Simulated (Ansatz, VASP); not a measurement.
Two plane-wave programs on Zn2H3

```
CELL_PARAMETERS angstrom
1.50210 0.86724 6.57278
-1.50210 0.86724 6.57278
0.00000 -1.73448 6.57278
ATOMIC_POSITIONS crystal
Zn 0.40168 0.40168 0.40168
Zn 0.59832 0.59832 0.59832
H 0.00000 0.00000 0.00000
H 0.23167 0.23167 0.23167
H 0.76833 0.76833 0.76833
```

Alike in both runs: functional PBE; k mesh 12 × 12 × 12; occupations gaussian, width 0.1 eV; no spin polarisation.

Ansatz relaxed the structure, and its values are those at the end. VASP's run is a single point on that final structure, the one shown.

|  | VASP | Ansatz |
| --- | --- | --- |
| version | VASP 6.6.1 | Ansatz 0.2.0 |
| potentials or method | VASP PAW PBE potentials, release 64 (Zn, H), cutoff 520 eV | scalar-relativistic, plane waves, PAW |
| valence electrons in the cell | 27 | 27 |

|  | VASP | Ansatz | Ansatz less VASP |
| --- | --- | --- | --- |
| gap on the k mesh at the Fermi level (eV) | none | none | - |
| pressure (GPa) | 0.1 | 0.0 | -0.10 |
| rms of the force components (eV/Å) | 0.004 | 0.000 | -0.0037 |

A gap of «none» marks a metal or a gap that the smearing closes.
